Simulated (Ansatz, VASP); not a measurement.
**I: VASP beside Ansatz**

The input INCAR:

```
PREC = Accurate ; ENCUT = 520
EDIFF = 1E-6 ; ISMEAR = -1
SIGMA = 0.05 ; LREAL = F
LASPH = T ; NELM = 100
ALGO = Normal ; ISIF = 2
LWAVE = F ; LCHARG = F
GGA = PE ; NBANDS = 10
```

Contents of KPOINTS:

```
regular mesh
0
Gamma
  9 10 9
```

Contents of POSCAR:

```
I
1.0
   -2.2399120100      2.0406045100      2.2754012200
    1.8440154800     -2.1717393000      2.0106394700
    2.2168823400      2.1487096300     -2.4065360000
I
1
Direct
    0.0000000000      0.0000000000      0.0000000000
```

File input.yaml:

```yaml
crystal:
  lattice:
    - [-2.23991201, 2.04060451, 2.27540122]
    - [1.84401548, -2.1717393, 2.01063947]
    - [2.21688234, 2.14870963, -2.406536]
  atoms:
    - { symbol: I, position: [0.0, 0.0, 0.0] }
kpoints:
  mp_grid: { grid: [9, 10, 9] }
scf:
  occupations: { method: fermi_dirac, width: 0.05 }
hamiltonian:
  xc: pbe
  pseudopotentials: { kind: all_electron, lapw: { basis_error: 0.001 } }
output:
  forces: true
  stress: true
  eigenvalues: true
  populations: true
```

Change from the starting cell: cell sheared at random, sigma 0.06, atoms nudged by 0.01 Å.

Alike in both runs: task single point; functional PBE; k mesh 9 × 10 × 9; occupations fermi-dirac, width 0.05 eV; no spin polarisation.

|  | VASP | Ansatz |
| --- | --- | --- |
| version | VASP 6.6.1 | Ansatz 0.2.0 |
| potentials or method | VASP PAW PBE potentials, release 64 (I), cutoff 520 eV | all-electron LAPW, scalar-relativistic |

VASP gave:

| Quantity | Value |
| --- | --- |
| gap on the k mesh at the Fermi level (eV) | none |
| pressure (GPa) | 0.0 |
| traceless stress, the component that is largest in VASP (GPa) | -4.01 |

Question: What did Ansatz give for the same quantities?

Answer: gap on the k mesh at the Fermi level (eV): none; pressure (GPa): 0.0; traceless stress, the component that is largest in VASP (GPa): -3.99.

A gap of «none» marks a metal or a gap that the smearing closes. Ansatz ran all-electron here, and VASP with PAW potentials.

Spin-orbit coupling is off throughout.
